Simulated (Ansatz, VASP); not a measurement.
Two plane-wave programs on SnSe

The input INCAR:

```
SYSTEM = SnSe
  ALGO = Normal
  EDIFF = 1E-6
  ENCUT = 500
  GGA_COMPAT = .FALSE.
  ISIF = 2
  ISMEAR = 0
  LASPH = .TRUE.
  LCHARG = .TRUE.
  LELF = .TRUE.
  LREAL = .FALSE.
  LVHAR = .TRUE.
  LWAVE = .FALSE.
  NBANDS = 28
  NELM = 120
  PREC = Accurate
  SIGMA = 0.01
```

File KPOINTS:

```
k-points
0
G
  4 4 2
  0 0 0
```

POSCAR

```
SnSe
1.0
    4.2853270000      0.0000000000      0.0000000000
    0.0000000000      4.2853270000      0.0000000000
    0.0000000000      0.0000000000     10.9906920000
Sn Se
2 2
Direct
    0.5000000000      0.0000000000      0.3722290000
    0.0000000000      0.5000000000      0.6277710000
    0.5000000000      0.0000000000      0.6160390000
    0.0000000000      0.5000000000      0.3839610000
```

Input for Ansatz:

```yaml
crystal:
  lattice:
    - [4.285327, 0.0, 0.0]
    - [0.0, 4.285327, 0.0]
    - [0.0, 0.0, 10.990692]
  atoms:
    - { symbol: Sn, position: [0.5, 0.0, 0.37222900000000003] }
    - { symbol: Sn, position: [0.0, 0.5, 0.627771] }
    - { symbol: Se, position: [0.5, 0.0, 0.616039] }
    - { symbol: Se, position: [0.0, 0.5, 0.383961] }
kpoints:
  mp_grid:
    grid: [4, 4, 2]
hamiltonian:
  xc: lda
scf:
  occupations:
    method: fixed
output:
  eigenvalues: true
```

Alike in both runs: task single point; functional LDA; k mesh 4 × 4 × 2; no spin polarisation.

|  | VASP | Ansatz |
| --- | --- | --- |
| version | VASP 6.6.1 | Ansatz 0.2.0 |
| potentials or method | VASP PAW LDA potentials, release 64 (Sn_d, Se) | plane waves, PAW |
| plane-wave cutoff (eV) | 500 | 420 |
| occupations | gaussian, width 0.01 eV | fixed |
| valence electrons in the cell | 40 | 60 |

Ansatz gave:

* gap on the k mesh at the Fermi level (eV): 1.60

Q: What did VASP give for the same quantities?

A: gap on the k mesh at the Fermi level (eV): 1.58.

LDA's correlation is that of Perdew and Zunger in VASP and of Perdew and Wang (1992) in Ansatz. VASP's potentials hold 40 valence electrons a cell and Ansatz's 60, so a difference there can come from the potentials and not from the codes.
